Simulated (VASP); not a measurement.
Here is a VASP 6.6.1 calculation.

File POSCAR:

```
NaH
1.0
    3.9533072809      0.0000000000      0.0000000000
   -1.9766536405      3.4236645342      0.0000000000
    0.0000000000      0.0000000000      4.8283237787
Na H
2 2
Direct
    0.3333333333      0.6666666667      0.2500000000
    0.6666666667      0.3333333333      0.7500000000
    0.6666666667      0.3333333333      0.2500000000
    0.3333333333      0.6666666667      0.7500000000
```

Contents of INCAR.step1:

```
PREC     = Accurate       # precision mode
ENCUT    = 520            # plane-wave cutoff, eV
ISMEAR   = 0              # smearing method
SIGMA    = 0.01           # smearing width, eV
LREAL    = F              # projectors in reciprocal space
LASPH    = T              # aspherical terms in the spheres
NELM     = 100            # most SCF steps
NBANDS   = 16             # bands
GGA      = PE             # functional
ALGO     = Normal         # electronic algorithm
EDIFF    = 1E-4           # SCF threshold, eV
LWAVE    = T              # write WAVECAR
LCHARG   = F              # write CHGCAR
```

Contents of INCAR.step2:

```
PREC     = Accurate       # precision mode
ENCUT    = 520            # plane-wave cutoff, eV
EDIFF    = 1E-7           # SCF threshold, eV
ISMEAR   = 0              # smearing method
SIGMA    = 0.01           # smearing width, eV
LREAL    = F              # projectors in reciprocal space
LASPH    = T              # aspherical terms in the spheres
NELM     = 100            # most SCF steps
ALGO     = Normal         # electronic algorithm
ISIF     = 2              # what is computed and relaxed
LWAVE    = F              # write WAVECAR
LCHARG   = F              # write CHGCAR
METAGGA  = R2SCAN         # meta-GGA
LMIXTAU  = T            
NBANDS   = 16             # bands
ISTART   = 1
```

Contents of KPOINTS:

```
regular mesh
0
Gamma
  6 6 4
```

Potentials or basis: VASP PAW PBE potentials, release 64 (Na_pv, H).

Run with:

```console
$ cat potpaw_PBE.64/Na_pv/POTCAR potpaw_PBE.64/H/POTCAR > POTCAR
$ cp INCAR.step1 INCAR
$ mpirun -np 1 vasp_std > vasp.out
$ cp INCAR.step2 INCAR
$ mpirun -np 1 vasp_std > vasp.out
```

Question: Predict the pressure.

Answer: -0.2 GPa.

Question: What does it give for the band gap on the k mesh?

Answer: 3.68 eV, indirect (least direct gap 4.57 eV).

Stress tensor (GPa, compression positive):
```
-0.12  0.00  0.00
 0.00 -0.12  0.00
 0.00  0.00 -0.28
```

Caveat: the PAW data sets were made with another functional, which shifts forces and pressure a little. r2SCAN opens gaps a little over a GGA but as a rule still falls short of measured ones.
